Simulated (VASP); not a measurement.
Input of a VASP 6.6.1 run:

INCAR

```
ALGO     = Normal         # electronic algorithm
EDIFF    = 1E-7           # SCF threshold, eV
EDIFFG   = -0.01          # ionic threshold
ENCUT    = 600            # plane-wave cutoff, eV
GGA      = PS             # functional
IBRION   = 2              # ionic algorithm
ISIF     = 3              # what is computed and relaxed
ISMEAR   = 0              # smearing method
LASPH    = T              # aspherical terms in the spheres
LCHARG   = F              # write CHGCAR
LREAL    = F              # projectors in reciprocal space
LWAVE    = F              # write WAVECAR
NELM     = 100            # most SCF steps
NSW      = 100            # ionic steps
PREC     = Accurate       # precision mode
SIGMA    = 0.1            # smearing width, eV
```

File KPOINTS:

```
k-points
0
Gamma
  33 33 24
```

The input POSCAR:

```
B
1.0
    1.8349983165      0.0000000000      0.0000000000
   -0.9174991582      1.5891551580      0.0000000000
    0.0000000000      0.0000000000      2.2004962438
B
1
Direct
    0.0000000000      0.0000000000      0.0000000000
```

Potentials or basis: VASP PAW PBE potentials, release 64 (B).

Launch:

```bash
$ cat potpaw_PBE.64/B/POTCAR > POTCAR
$ mpirun -np 1 vasp_std > vasp.out
```

Q: What does it give for the relaxed cell?

A: a = 1.708 Å, b = 1.708 Å, c = 3.320 Å, α = 90.00°, β = 90.00°, γ = 120.00°.

Q: What does it give for the band gap on the k mesh?

A: Zero (an odd number of electrons rules out a gap without spin polarisation).

Step by step:
```
step  energy change (eV)  largest force (eV/Å)  pressure (GPa)  volume (Å³)
   1              0.0000                0.0000            1.68         6.42
   2             -0.0033                0.0000            0.44         6.48
   3             -0.0105                0.0000           -2.76         6.66
   4             -0.0331                0.0000           -7.06         7.02
   5             -0.1639                0.0000          -11.39         7.67
   6             -0.2701                0.0000            2.13         8.78
   7             -0.2766                0.0000           -2.08         8.57
   8             -0.0273                0.0000           49.42         7.80
   9             -0.2769                0.0000           -0.89         8.55
  10             -0.2769                0.0000           -0.76         8.55
  11             -0.2770                0.0000            1.19         8.26
  12             -0.2775                0.0000            0.26         8.39
  13             -0.2756                0.0000           -3.30         8.42
  14             -0.2775                0.0000            0.00         8.39
```

Caveat: the volume moved by over 15 % at a fixed basis, so the end points are rough; the PAW data sets were made with another functional, which shifts forces and pressure a little.
